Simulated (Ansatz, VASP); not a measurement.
## Two plane-wave programs on Se

Contents of INCAR:

```
SYSTEM = Se
PREC = Accurate
ENCUT = 600
EDIFF = 1E-7
ISMEAR = 0
SIGMA = 0.02
LREAL = .FALSE.
LASPH = .TRUE.
NELM = 100
ALGO = Normal
ISIF = 3
LWAVE = .FALSE.
LCHARG = .FALSE.
GGA = PE
IBRION = 2
NSW = 100
EDIFFG = -0.005
```

KPOINTS

```
regular mesh
0
G
  6 6 6
  0 0 0
```

The input POSCAR:

```
Se
1.0
    5.6553243318      3.2651030253      1.6131744806
   -5.6553243318      3.2651030253      1.6131744806
    0.0000000000     -6.5302060507      1.6131744806
Se
6
Direct
    0.8491438900      0.7259154400      0.0927317300
    0.7259154400      0.0927317300      0.8491438900
    0.0927317300      0.8491438900      0.7259154400
    0.1508561100      0.2740845600      0.9072682700
    0.2740845600      0.9072682700      0.1508561100
    0.9072682700      0.1508561100      0.2740845600
```

Input for Ansatz:

```yaml
crystal:
  lattice:
    - [5.6553243318, 3.2651030253, 1.6131744806]
    - [-5.6553243318, 3.2651030253, 1.6131744806]
    - [0.0, -6.5302060507, 1.6131744806]
  atoms:
    - { symbol: Se, position: [0.84914389, 0.72591544, 0.09273173] }
    - { symbol: Se, position: [0.72591544, 0.09273173, 0.84914389] }
    - { symbol: Se, position: [0.09273173, 0.84914389, 0.72591544] }
    - { symbol: Se, position: [0.15085611, 0.27408456, 0.90726827] }
    - { symbol: Se, position: [0.27408456, 0.90726827, 0.15085611] }
    - { symbol: Se, position: [0.90726827, 0.15085611, 0.27408456] }
basis:
  ecutwfc: 420
kpoints:
  mp_grid: { grid: [6, 6, 6] }
hamiltonian:
  xc: pbe
scf:
  occupations: { method: gaussian, width: 0.02 }
output:
  forces: true
  stress: true
  eigenvalues: true
relax:
  adjacent_minimum: "off"
  f_tol: 0.005
  max_steps: 80
  cell: { stress_tol: 0.05 }
```

Alike in both runs: task relaxation of cell and atoms; functional PBE; k mesh 6 × 6 × 6; occupations gaussian, width 0.02 eV; no spin polarisation.

|  | VASP | Ansatz |
| --- | --- | --- |
| version | VASP 6.6.1 | Ansatz 0.2.0 |
| potentials or method | VASP PAW PBE potentials, release 64 (Se), cutoff 600 eV | scalar-relativistic, plane waves, PAW |
| valence electrons in the cell | 36 | 96 |

Ansatz gave:

- gap on the k mesh at the Fermi level, each at its own relaxed structure (eV): 1.58
- relaxed volume (Å³/atom): 32.99
- relaxed cell length with the largest relative difference (Å): 6.648

**Question.** What did VASP give for the same quantities?

**Answer.** gap on the k mesh at the Fermi level, each at its own relaxed structure (eV): 1.56; relaxed volume (Å³/atom): 32.95; relaxed cell length with the largest relative difference (Å): 6.657.

VASP's potentials hold 36 valence electrons a cell and Ansatz's 96, so a difference there can come from the potentials and not from the codes.
